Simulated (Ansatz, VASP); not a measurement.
Sc in VASP and in Ansatz

```
CELL_PARAMETERS angstrom
0.00000 2.30773 2.30773
2.30773 0.00000 2.30773
2.30773 2.30773 0.00000
ATOMIC_POSITIONS crystal
Sc 0.00000 0.00000 0.00000
```

Alike in both runs: task electric field gradients; functional r2SCAN; k mesh 12 × 12 × 12; occupations fermi-dirac, width 0.03 eV; no spin polarisation; Hubbard terms Sc d U = 4.0 eV.

```csv
,VASP,Ansatz
version,VASP 6.6.1,Ansatz 0.2.0
potentials or method,"VASP PAW PBE potentials, release 64 (Sc_sv)","PAW with Ansatz's default frozen-core files, scalar-relativistic"
plane-wave cutoff (eV),520,500
valence electrons in the cell,11,11
```

|  | VASP | Ansatz | Ansatz less VASP |
| --- | --- | --- | --- |
| gap on the k mesh at the Fermi level (eV) | none | none | - |
| pressure (GPa) | 9.0 | 8.8 | -0.18 |

VASP's potentials were made for PBE, not for r2SCAN. The programs project onto different local orbitals, so the same U acts differently, and such runs can settle in different states. A gap of «none» marks a metal or a gap that the smearing closes. Ansatz's warnings: filled band counts differ across k points.
